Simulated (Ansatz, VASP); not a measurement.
**One calculation of Ti, two programs**

```xyz
1
Lattice="0.0000 2.0786 2.0786 2.0786 0.0000 2.0786 2.0786 2.0786 0.0000" Properties=species:S:1:pos:R:3 pbc="T T T"
Ti    0.0000    0.0000    0.0000
```

Change from the starting cell: strain +0.025 along x and y, +0.025 along z, atoms carried along.

Alike in both runs: task single point; functional PBEsol; k mesh 26 × 26 × 26; occupations gaussian, width 0.15 eV; no spin polarisation.

```csv
,VASP,Ansatz
version,VASP 6.6.1,Ansatz 0.2.0
potentials or method,"VASP PAW PBE potentials, release 64 (Ti_sv), cutoff 520 eV","scalar-relativistic, plane waves, PAW"
valence electrons in the cell,12,12
```

Ansatz gave:

| Item | Value |
| --- | --- |
| gap on the k mesh at the Fermi level (eV) | none |
| pressure (GPa) | -7.4 |

Task: Estimate VASP's values.

Result: gap on the k mesh at the Fermi level (eV): none; pressure (GPa): -7.6.

VASP's potentials were made for PBE, not for PBEsol. A gap of «none» marks a metal or a gap that the smearing closes.
